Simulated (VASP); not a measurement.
Runs of VASP 6.6.1 on TiSe2. The structure is that of space group P-3m1 (No. 164), or close to it. The cells are those of the table. 

```csv
task,level,potentials or basis,cell,cutoff (eV),gap on the mesh (eV),pressure (GPa),relaxed volume (Å³/atom),largest force (eV/Å)
single point,PBE+D4,"VASP PAW PBE potentials, release 64 (Ti_sv, Se)","a = 3.504, b = 3.504, c = 5.921 Å, angles 90.0, 90.0, 120.0°, 3 atoms",500,none,0.1,-,0.02
relaxation of cell and atoms,PBE+D3(BJ),"VASP PAW PBE potentials, release 64 (Ti_sv, Se)","relaxed from a = 3.536, b = 3.536, c = 6.004 Å, angles 90.0, 90.0, 120.0°, 3 atoms",500,none,0.0,20.47,-
relaxation of cell and atoms,PBE+D4,"VASP PAW PBE potentials, release 64 (Ti_sv, Se)","relaxed from a = 3.483, b = 3.483, c = 5.848 Å, angles 90.0, 90.0, 120.0°, 3 atoms",500,none,0.0,20.99,-
single point,PBE+D3(BJ),"VASP PAW PBE potentials, release 64 (Ti_sv, Se)","a = 3.483, b = 3.483, c = 5.848 Å, angles 90.0, 90.0, 120.0°, 3 atoms",500,none,0.1,-,0.02
single point,r2SCAN+rVV10,"VASP PAW PBE potentials, release 64 (Ti_sv, Se)","a = 3.542, b = 3.542, c = 6.092 Å, angles 90.0, 90.0, 120.0°, 3 atoms",550,none,0.3,-,(c)
single point,PBE,"VASP PAW PBE potentials, release 64 (Ti_sv, Se)","a = 3.542, b = 3.542, c = 6.092 Å, angles 90.0, 90.0, 120.0°, 3 atoms",500,none,(a),-,0.20
single point,LDA,"VASP PAW LDA potentials, release 64 (Ti_sv, Se)","a = 3.542, b = 3.542, c = 6.092 Å, angles 90.0, 90.0, 120.0°, 3 atoms",500,none,-4.3,-,(b)
```

Alike in all rows: no spin polarisation; k mesh 12 × 12 × 4; smearing fermi-dirac 0.02 eV.

Fill in the values left out.

(a) 1.7; (b) 0.16; (c) 0.03.

Caveats: pairwise dispersion overbinds metals, which lowers pressure and volume (some runs); the PAW data sets were made with another functional, which shifts forces and pressure a little (some runs); this functional lacks dispersion, which binds the layers, so the pressure and a relaxed spacing across them are unreliable (some runs).

A k mesh can miss the band edges, and the runs leave out spin-orbit coupling on Se.

A gap of «none» marks levels without a gap at the run's occupations.
